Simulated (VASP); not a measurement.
# Ti12C13 in VASP: single point with LDA

Aim: the single point of Ti12C13 with LDA.

Program: VASP 6.6.1. These are calculated values, not measurements. Logs are shortened: lines on timing, memory, paths and dates and some standing lists are left out, and cuts for length are marked.

## Step 1: The cell of the first run

The cell holds a slab with vacuum, 25 atoms: a = 6.026 Å, b = 6.026 Å, c = 19.733 Å, α = 90.00°, β = 90.00°, γ = 90.00°.

## Step 2: Single point, LDA

File INCAR:

```
SYSTEM = Ti12C13
ALGO = Normal
DIPOL = 0.5 0.5 0.315
EDIFF = 1E-6
ENCUT = 520
GGA = CA
IDIPOL = 3
ISIF = 2
ISMEAR = 0
LASPH = .True.
LCHARG = .True.
LDIPOL = .True.
LELF = .True.
LREAL = Auto
LVACPOTAV = .True.
LVHAR = .True.
LWAVE = .False.
NBANDS = 116
NELM = 100
PREC = Accurate
SIGMA = 0.1
```

File KPOINTS:

```
k-points
0
Gamma
  5 5 1
  0 0 0
```

File POSCAR:

```
Ti12C13
1.0
    6.0257129976      0.0000000000      0.0000000000
    0.0000000000      6.0257129976      0.0000000000
    0.0000000000      0.0000000000     19.7334901523
Ti C
12 13
Direct
    0.2500000000      0.2500000000      0.2027010919
    0.2500000000      0.7500000000      0.2027010919
    0.7500000000      0.2500000000      0.2027010919
    0.7500000000      0.7500000000      0.2027010919
    0.0000000000      0.0000000000      0.3085376904
    0.0000000000      0.5000000000      0.3085376904
    0.5000000000      0.0000000000      0.3085376904
    0.5000000000      0.5000000000      0.3085376904
    0.2500000000      0.2500000000      0.4124330541
    0.2500000000      0.7500000000      0.4124330541
    0.7500000000      0.2500000000      0.4124330541
    0.7500000000      0.7500000000      0.4124330541
    0.0000000000      0.0000000000      0.2027010919
    0.0000000000      0.5000000000      0.2027010919
    0.5000000000      0.0000000000      0.2027010919
    0.5000000000      0.5000000000      0.2027010919
    0.2500000000      0.2500000000      0.3079312182
    0.2500000000      0.7500000000      0.3079312182
    0.7500000000      0.2500000000      0.3079312182
    0.7500000000      0.7500000000      0.3079312182
    0.0000000000      0.0000000000      0.4172343609
    0.0000000000      0.5000000000      0.4172343609
    0.5000000000      0.0000000000      0.4172343609
    0.5000000000      0.5000000000      0.4172343609
    0.0000000000      0.0625000000      0.4803822399
```

Potentials or basis: VASP PAW LDA potentials, release 64 (Ti_sv, C).

The run is started by

```sh
> cat potpaw_LDA.64/Ti_sv/POTCAR potpaw_LDA.64/C/POTCAR > POTCAR
> mpirun -np 1 vasp_std > vasp.out
```

OUTCAR:

```text
SYSTEM = Ti12C13
   EDIFF = 1E-6
   ENCUT = 520
   GGA = CA
   ISIF = 2
   ISMEAR = 0
   LASPH = .True.
   LREAL = Auto
   NELM = 100
   PREC = Accurate

 ion  position               nearest neighbor table
   1  0.250  0.250  0.203-  17 2.08  14 2.13  15 2.13  16 2.13  13 2.13
   2  0.250  0.750  0.203-  18 2.08  14 2.13  15 2.13  16 2.13  13 2.13
   3  0.750  0.250  0.203-  19 2.08  14 2.13  15 2.13  16 2.13  13 2.13
   4  0.750  0.750  0.203-  20 2.08  14 2.13  15 2.13  16 2.13  13 2.13
   5  0.000  0.000  0.309-  13 2.09  17 2.13  18 2.13  19 2.13  20 2.13  21 2.14
   6  0.000  0.500  0.309-  14 2.09  17 2.13  18 2.13  19 2.13  20 2.13  22 2.14
   7  0.500  0.000  0.309-  15 2.09  17 2.13  18 2.13  19 2.13  20 2.13  23 2.14
   8  0.500  0.500  0.309-  16 2.09  17 2.13  18 2.13  19 2.13  20 2.13  24 2.14
   9  0.250  0.250  0.412-  17 2.06  21 2.13  22 2.13  23 2.13  24 2.13  25 2.31
  10  0.250  0.750  0.412-  18 2.06  21 2.13  22 2.13  23 2.13  24 2.13
  11  0.750  0.250  0.412-  19 2.06  21 2.13  22 2.13  23 2.13  24 2.13  25 2.31
  12  0.750  0.750  0.412-  20 2.06  21 2.13  22 2.13  23 2.13  24 2.13
  13  0.000  0.000  0.203-   5 2.09   2 2.13   3 2.13   4 2.13   1 2.13
  14  0.000  0.500  0.203-   6 2.09   2 2.13   3 2.13   4 2.13   1 2.13
  15  0.500  0.000  0.203-   7 2.09   2 2.13   3 2.13   4 2.13   1 2.13
  16  0.500  0.500  0.203-   8 2.09   2 2.13   3 2.13   4 2.13   1 2.13
  17  0.250  0.250  0.308-   9 2.06   1 2.08   6 2.13   7 2.13   8 2.13   5 2.13
  18  0.250  0.750  0.308-  10 2.06   2 2.08   6 2.13   7 2.13   8 2.13   5 2.13
  19  0.750  0.250  0.308-  11 2.06   3 2.08   6 2.13   7 2.13   8 2.13   5 2.13
  20  0.750  0.750  0.308-  12 2.06   4 2.08   6 2.13   7 2.13   8 2.13   5 2.13
  21  0.000  0.000  0.417-  25 1.30  10 2.13  11 2.13  12 2.13   9 2.13   5 2.14
  22  0.000  0.500  0.417-   9 2.13  10 2.13  11 2.13  12 2.13   6 2.14
  23  0.500  0.000  0.417-   9 2.13  10 2.13  11 2.13  12 2.13   7 2.14
  24  0.500  0.500  0.417-   9 2.13  10 2.13  11 2.13  12 2.13   8 2.14
  25  0.000  0.062  0.480-  21 1.30  11 2.31   9 2.31

  LATTYP: Found a simple tetragonal cell.
 ALAT       =     6.0257129976
 C/A-ratio  =     3.2748805262

  Lattice vectors:

 A1 = (   6.0257129976,   0.0000000000,   0.0000000000)
 A2 = (   0.0000000000,   6.0257129976,   0.0000000000)
 A3 = (   0.0000000000,   0.0000000000,  19.7334901523)

Analysis of symmetry for initial positions (statically):
=====================================================================
 Subroutine PRICEL returns:
 Original cell was already a primitive cell.

 Routine SETGRP: Setting up the symmetry group for a
 simple tetragonal supercell.

 Subroutine GETGRP returns: Found  2 space group operations
 (whereof  2 operations were pure point group operations)
 out of a pool of 16 trial point group operations.

The static configuration has the point symmetry C_1h.

Analysis of symmetry for dynamics (positions and initial velocities):
=====================================================================
 Subroutine PRICEL returns:
 Original cell was already a primitive cell.

 Routine SETGRP: Setting up the symmetry group for a
 simple tetragonal supercell.

 Subroutine GETGRP returns: Found  2 space group operations
 (whereof  2 operations were pure point group operations)
 out of a pool of 16 trial point group operations.

The dynamic configuration has the point symmetry C_1h.

 Subroutine INISYM returns: Found  2 space group operations
 (whereof  2 operations are pure point group operations),
 and found     1 'primitive' translations

----------------------------------------------------------------------------------------

                                     Primitive cell

  volume of cell :     716.5076

  direct lattice vectors                    reciprocal lattice vectors
     6.025712998  0.000000000  0.000000000     0.165955465  0.000000000  0.000000000
     0.000000000  6.025712998  0.000000000     0.000000000  0.165955465  0.000000000
     0.000000000  0.000000000 19.733490152     0.000000000  0.000000000  0.050675273

  length of vectors
     6.025712998  6.025712998 19.733490152     0.165955465  0.165955465  0.050675273

  position of ions in fractional coordinates (direct lattice)
     0.250000000  0.250000000  0.202701092
     0.250000000  0.750000000  0.202701092
     0.750000000  0.250000000  0.202701092
[... 61 lines left out ...]
  Cartesian coordinates                     Fractional coordinates (reciprocal lattice)
     0.033191093  0.000000000  0.000000000     0.200000000  0.000000000  0.000000000
     0.000000000  0.033191093  0.000000000     0.000000000  0.200000000  0.000000000
     0.000000000  0.000000000  0.050675273     0.000000000  0.000000000  1.000000000

  Length of vectors
     0.033191093  0.033191093  0.050675273

  Shift w.r.t. Gamma in fractional coordinates (k-lattice)
     0.000000000  0.000000000  0.000000000

 Subroutine IBZKPT returns following result:
 ===========================================

 Found      9 irreducible k-points:

 Following reciprocal coordinates:
            Coordinates               Weight
  0.000000  0.000000  0.000000      1.000000
  0.200000  0.000000  0.000000      2.000000
  0.000000  0.200000  0.000000      2.000000
  0.400000  0.000000  0.000000      2.000000
  0.000000  0.400000  0.000000      2.000000
  0.200000  0.200000  0.000000      4.000000
  0.400000  0.200000  0.000000      4.000000
 -0.200000  0.400000  0.000000      4.000000
  0.400000  0.400000  0.000000      4.000000
   k-points           NKPTS =      9   k-points in BZ     NKDIM =      9   number of bands    NBANDS=    116
   number of dos      NEDOS =    301   number of ions     NIONS =     25
   total plane-waves  NPLWV = 345600
   dimension x,y,z NGX =    48 NGY =   48 NGZ =  150
   dimension x,y,z NGXF=    96 NGYF=   96 NGZF=  300
   ions per type =              12  13
   NGX,Y,Z   is equivalent  to a cutoff of  13.24, 13.24, 12.64 a.u.
   NGXF,Y,Z  is equivalent  to a cutoff of  26.49, 26.49, 25.27 a.u.
 SYSTEM =  Ti12C13
   PREC   = accura    normal or accurate (medium, high low for compatibility)
   ISTART =      0    job   : 0-new  1-cont  2-samecut
   ICHARG =      2    charge: 1-file 2-atom 10-const
   ISPIN  =      1    spin polarized calculation?
   LNONCOLLINEAR =      F non collinear calculations
   LSORBIT =      F    spin-orbit coupling
   LASPH  =      T    aspherical Exc in radial PAW
   ENCUT  =  520.0 eV  38.22 Ry    6.18 a.u.  11.20 11.20 36.69*2*pi/ulx,y,z
   NELM   =    100;   NELMIN=  2; NELMDL= -5     # of ELM steps
   EDIFF  = 0.1E-05   stopping-criterion for ELM
   LREAL  =      T    real-space projection
   EDIFFG = 0.1E-04   stopping-criterion for IOM
   NSW    =      0    number of steps for IOM
   IBRION =     -1    ionic relax: 0-MD 1-quasi-New 2-CG
   NFREE  =      0    steps in history (QN), initial steepest desc. (CG)
   ISIF   =      2    stress and relaxation
   ISYM   =      2    0-nonsym 1-usesym 2-fastsym
   POTIM  = 0.5000    time-step for ionic-motion
   TEBEG  =    0.0;   TEEND  =   0.0 temperature during run
   PSTRESS=    0.0 pullay stress
   NELECT =     196.0000    total number of electrons
   NUPDOWN=      -1.0000    fix difference up-down
   EMIN   =  10.00;   EMAX   =-10.00  energy-range for DOS
   EFERMI =   0.00;   METHOD = LEGACY
   ISMEAR =     0;   SIGMA  =   0.10  broadening in eV -4-tet -1-fermi 0-gaus
   EFERMI_NEDOS =   21; number of points for ismear=-14 and -15
   IALGO  =     38    algorithm
   IMIX   =      4    mixing-type and parameters
     AMIX     =   0.40;   BMIX     =  1.00
     AMIX_MAG =   1.60;   BMIX_MAG =  1.00
  volume/ion in A,a.u.               =      28.66       193.41
  Fermi-wavevector in a.u.,A,eV,Ry     =   1.062723  2.008255 15.366139  1.129379
  Thomas-Fermi vector in A             =   2.198183
   LORBIT       =      0    0 simple, 1 ext, 2 COOP (PROOUT), +10 PAW based schemes
   GGA     = CA    functional components
   LHFCALC =     F    Hartree Fock is set to
   AEXX    =    0.0000 exact exchange contribution
   IVDW    =     0    specifies the selected vdW correction
   LEPSILON=     F    determine dielectric tensor
   LRPA    =     F    only Hartree local field effects (RPA)
 non-spin polarized calculation
 Gauss-broadening in eV      SIGMA  =   0.10
  energy-cutoff  :      520.00
  volume of cell :      716.51
 maximum number of plane-waves:     19308
 NGX is ok and might be reduce to    48
   NGX = 23   NGY = 23   NGZ = 73

 dipolmoment           0.000000      0.000000     -0.364672 electrons x Angstroem

 number of electron     196.0000004 magnetization

 dipolmoment           0.000000      0.000000      0.229604 electrons x Angstroem

 Free energy of the ion-electron system (eV)
  ---------------------------------------------------
  ext. energy  EPLUGINS =         0.00000000
  ---------------------------------------------------
  free energy    TOTEN  =      -244.76440466 eV

  energy without entropy =     -244.74113984  energy(sigma->0) =     -244.75277225

 E-fermi :   0.0691     XC(G=0):  -5.3432

 val. band max:        0.0292560064   @ k =   0.4000   0.4000   0.0000
 cond. band min:       0.1341007192   @ k =   0.0000   0.2000   0.0000
 fundamental gap:      0.1048447128
 Fermi energy:         0.0691411925

 k-point     1 :       0.0000    0.0000    0.0000
  band No.  band energies     occupation
      1     -55.9311      2.00000
      2     -55.8948      2.00000
      3     -55.8562      2.00000
      4     -55.8215      2.00000
      5     -55.6972      2.00000
      6     -55.6475      2.00000
[... 1006 lines left out ...]
    109       2.1647      0.00000
    110       2.2182      0.00000
 [bands above 110 left out]

------------------------ aborting loop because EDIFF is reached ----------------------------------------

  FORCE on cell =-STRESS in cart. coord.  units (eV):
  Direction    XX          YY          ZZ          XY          YZ          ZX
  --------------------------------------------------------------------------------------
  -------------------------------------------------------------------------------------
  Total      -10.3687113    -10.4625075     -0.0423370      0.0000000      0.2554090      0.0000000
  in kB      -23.1853991    -23.3951362     -0.0946695      0.0000000      0.5711182      0.0000000
  external PRESSURE =     -15.5584016 kB  Pullay stress =       0.0000000 kB

 VOLUME and BASIS-vectors are now :
 -----------------------------------------------------------------------------
  energy-cutoff  :      520.00
  volume of cell :      716.51
      direct lattice vectors                 reciprocal lattice vectors
     6.025712998  0.000000000  0.000000000     0.165955465  0.000000000  0.000000000
     0.000000000  6.025712998  0.000000000     0.000000000  0.165955465  0.000000000
     0.000000000  0.000000000 19.733490152     0.000000000  0.000000000  0.050675273

 POSITION                                       TOTAL-FORCE (eV/Angst)
 -----------------------------------------------------------------------------------
      1.50643      1.50643      4.00000        -0.134211     -0.099940      1.171594
      1.50643      4.51928      4.00000        -0.063905      0.127040      1.175991
      4.51928      1.50643      4.00000         0.134211     -0.099940      1.171594
      4.51928      4.51928      4.00000         0.063905      0.127040      1.175991
      0.00000      0.00000      6.08853         0.000000      0.032231      0.032984
      0.00000      3.01286      6.08853         0.000000     -0.083537     -0.008888
[... 17 lines left out ...]
      3.01286      3.01286      8.23349         0.000000      0.149571     -0.295434
      0.00000      0.37661      9.47962         0.000000     -0.124556      0.105762
 -----------------------------------------------------------------------------------
    total drift:                                0.000000      0.000370      0.058074

  FREE ENERGIE OF THE ION-ELECTRON SYSTEM (eV)
  ---------------------------------------------------
  free  energy   TOTEN  =      -244.7644046615 eV

  energy  without entropy=     -244.7411398371  energy(sigma->0) =     -244.75277225

 vacuum level on the upper side and lower side of the slab         5.557         4.413
```

Wall time 25 min (1 thread of Intel Xeon Platinum 8488C (Sapphire Rapids), shared host); peak memory 0.81 GiB.

What came out:

```yaml
Free_energy: -244.7644 eV
Largest_force: 1.648 eV/Å
Band_gap_on_the_k_mesh: zero (bands 98 and 99 overlap by 0.14 eV)
```

Forces in eV/Å, atoms in the order of the input:
```
Ti  -0.134 -0.100  1.172
Ti  -0.064  0.127  1.176
Ti   0.134 -0.100  1.172
Ti   0.064  0.127  1.176
Ti   0.000  0.032  0.033
Ti   0.000 -0.084 -0.009
Ti   0.000  0.040 -0.045
Ti   0.000 -0.103  0.059
Ti   0.775  0.946  0.714
Ti   0.940 -0.723  0.424
Ti  -0.775  0.946  0.714
Ti  -0.940 -0.723  0.424
C    0.000 -0.026 -1.596
C    0.000 -0.029 -1.103
C    0.000 -0.021 -1.100
C    0.000  0.015 -1.256
C    0.039 -0.020  0.024
C   -0.012 -0.021  0.194
C   -0.039 -0.020  0.024
C    0.012 -0.021  0.194
C    0.000 -0.692 -1.496
C    0.000  0.538 -0.370
C    0.000 -0.113 -0.332
C    0.000  0.150 -0.295
C    0.000 -0.125  0.106
```

The gap in the log of VASP goes by the Fermi energy; the results here count the filled bands.